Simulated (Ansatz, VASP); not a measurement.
**Al2Cu: VASP beside Ansatz**

Contents of INCAR:

```
ALGO = Fast
EDIFF = 1E-6
ENCUT = 520
GGA = PE
ISIF = 2
ISMEAR = 0
LASPH = T
LCHARG = F
LREAL = F
LWAVE = F
NBANDS = 46
NELM = 60
PREC = Accurate
SIGMA = 0.15
```

KPOINTS

```
k-points
0
Gamma
  8 8 8
```

Contents of POSCAR:

```
Al2Cu
1.0
    0.0000000000      0.0000000000     -5.7824626463
    4.0892560465     -4.0892560465      0.0000000000
   -4.0892560465     -4.0892560465      0.0000000000
Al Cu
8 4
Direct
    0.2500000000      0.7500000000      0.2500000000
    0.7500000000      0.2500000000      0.2500000000
    0.2500000000      0.2500000000      0.7500000000
    0.7500000000      0.7500000000      0.7500000000
    0.2500000000      0.2500000000      0.2500000000
    0.7500000000      0.7500000000      0.2500000000
    0.2500000000      0.7500000000      0.7500000000
    0.7500000000      0.2500000000      0.7500000000
    0.5622572115      0.0000000000      0.0000000000
    0.0000000000      0.5000000000      0.0000000000
    0.5000000000      0.5000000000      0.5000000000
    0.0000000000      0.0000000000      0.5000000000
```

Input for Ansatz:

```yaml
crystal:
  lattice:
    - [0.0, 0.0, -5.7824626463]
    - [4.0892560465, -4.0892560465, 0.0]
    - [-4.0892560465, -4.0892560465, 0.0]
  atoms:
    - { symbol: Al, position: [0.25, 0.75, 0.25] }
    - { symbol: Al, position: [0.75, 0.25, 0.25] }
    - { symbol: Al, position: [0.25, 0.25, 0.75] }
    - { symbol: Al, position: [0.75, 0.75, 0.75] }
    - { symbol: Al, position: [0.25, 0.25, 0.25] }
    - { symbol: Al, position: [0.75, 0.75, 0.25] }
    - { symbol: Al, position: [0.25, 0.75, 0.75] }
    - { symbol: Al, position: [0.75, 0.25, 0.75] }
    - { symbol: Cu, position: [0.5622572115, 0.0, 0.0] }
    - { symbol: Cu, position: [0.0, 0.5, 0.0] }
    - { symbol: Cu, position: [0.5, 0.5, 0.5] }
    - { symbol: Cu, position: [0.0, 0.0, 0.5] }
basis:
  ecutwfc: 420
kpoints:
  mp_grid: { grid: [8, 8, 8] }
hamiltonian:
  xc: pbe
scf:
  occupations: { method: gaussian, width: 0.15 }
output:
  forces: true
  stress: true
  eigenvalues: true
```

Alike in both runs: task single point; functional PBE; k mesh 8 × 8 × 8; occupations gaussian, width 0.15 eV; no spin polarisation.

```csv
,VASP,Ansatz
version,VASP 6.6.1,Ansatz 0.2.0
potentials or method,"VASP PAW PBE potentials, release 64 (Al, Cu), cutoff 520 eV","scalar-relativistic, plane waves, PAW"
valence electrons in the cell,68,100
```

Ansatz gave:

```
gap on the k mesh at the Fermi level (eV)                     : none
pressure (GPa)                                                : 1.2
traceless stress, the component that is largest in VASP (GPa) : -0.86
rms of the force components (eV/Å)                            : 0.554
```

Problem. Which values does VASP return?

Solution. gap on the k mesh at the Fermi level (eV): none; pressure (GPa): 1.4; traceless stress, the component that is largest in VASP (GPa): -0.86; rms of the force components (eV/Å): 0.551.

Atom by atom the forces differ by 0.004 eV/Å (rms over components). A gap of «none» marks a metal or a gap that the smearing closes. VASP's potentials hold 68 valence electrons a cell and Ansatz's 100, so a difference there can come from the potentials and not from the codes.
